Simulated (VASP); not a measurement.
Wanted: the native input for a VASP 6.6.1 run.

```yaml
Task: single point
Functional: PBE
Potentials_or_basis: VASP PAW PBE potentials, release 64 (Ba_sv, O, H)
Cutoff: 520 eV
k_mesh: 2 × 2 × 2
Occupations: gaussian, width 0.02 eV
Spin: collinear spin
Starting_moments: "[0.0, 0.0, 0.0, 0.0, 0.0, 0.0, 0.0, 0.0, 0.0, 0.0, 0.0, 0.14, 0.0, 0.14, 0.14, 0.14, 0.4] μB"
Dipole_correction: no
Further_INCAR_settings: LREAL = Auto; ALGO = Normal; EDIFF = 1e-06; NBANDS = 82
```

The structure of Ba8HO8 (a cell with a defect) lies in POSCAR:

```
Ba8HO8
1.0
    5.5739975432      0.0000000000     -5.5739975432
    0.0000000000      5.5739975432     -5.5739975432
    5.5739975432      5.5739975432      0.0000000000
Ba O H
8 8 1
Direct
    0.4988478159     -0.0017604062     -0.0011866708
    0.4988202773     -0.0017883036      0.5042015139
    0.4987313824      0.5038872870     -0.0012993368
    0.4996690398      0.4997054589      0.5003186633
    1.0044054481     -0.0018475968     -0.0012690174
    1.0003355683     -0.0009763191      0.5003260189
    1.0003170896      0.4996939770     -0.0003064228
    1.0003124251      0.4996891331      0.5003028757
    0.2496875876      0.2509105878      0.7496971370
    0.2407601528      0.2526329603      0.2532951421
    0.2496307164      0.7490116326      0.7496372160
    0.2496442615      0.7490249982      0.2516727876
    0.7532390295      0.2526082025      0.7408725009
    0.7532250360      0.2525952854      0.2532493940
    0.7515765781      0.7490530750      0.7496815289
    0.7532777809      0.7400867094      0.2533091357
    0.6253247284      1.1248825374      0.1249818455
```

The input as run:

INCAR

```
SYSTEM = Ba8HO8
PREC = Accurate
ENCUT = 520
EDIFF = 1E-6
ISMEAR = 0
SIGMA = 0.02
LREAL = Auto
LASPH = .True.
NELM = 150
ALGO = Normal
ISIF = 2
LWAVE = .False.
LCHARG = .False.
ISPIN = 2
MAGMOM = 0 0 0 0 0 0 0 0 0 0 0 0.14 0 0.14 0.14 0.14 0.4
LORBIT = 11
GGA = PE
NBANDS = 82
```

KPOINTS

```
Automatic mesh
0
Gamma
  2 2 2
  0 0 0
```

Potentials or basis: VASP PAW PBE potentials, release 64 (Ba_sv, O, H).

The run is started by

```console
$ cat potpaw_PBE.64/Ba_sv/POTCAR potpaw_PBE.64/O/POTCAR potpaw_PBE.64/H/POTCAR > POTCAR
$ mpirun -np 1 vasp_std > vasp.out
```

Results of the run:

```
Pressure                                              : 2.5 GPa
Largest force                                         : 0.021 eV/Å
Band gap on the k mesh                                : 0.22 eV
Net moment                                            : 1.00 μB per cell
Site moments                                          : Ba +0.01, +0.00 (each value once); O +0.01, +0.11 (each value once); H +0.19 μB
Valence electrons inside the program's atomic spheres : Ba 7.98; O 4.93, 4.92 (each value once); H 0.50
```

Caveat: the k points lie up to 0.49 Å⁻¹ apart; spin-orbit coupling is left out, which moves the levels of the heavy elements.

Wall time 11 min on 1 thread of Oxide Virtual Turin-like Processor (shared host), peak memory 0.78 GiB.
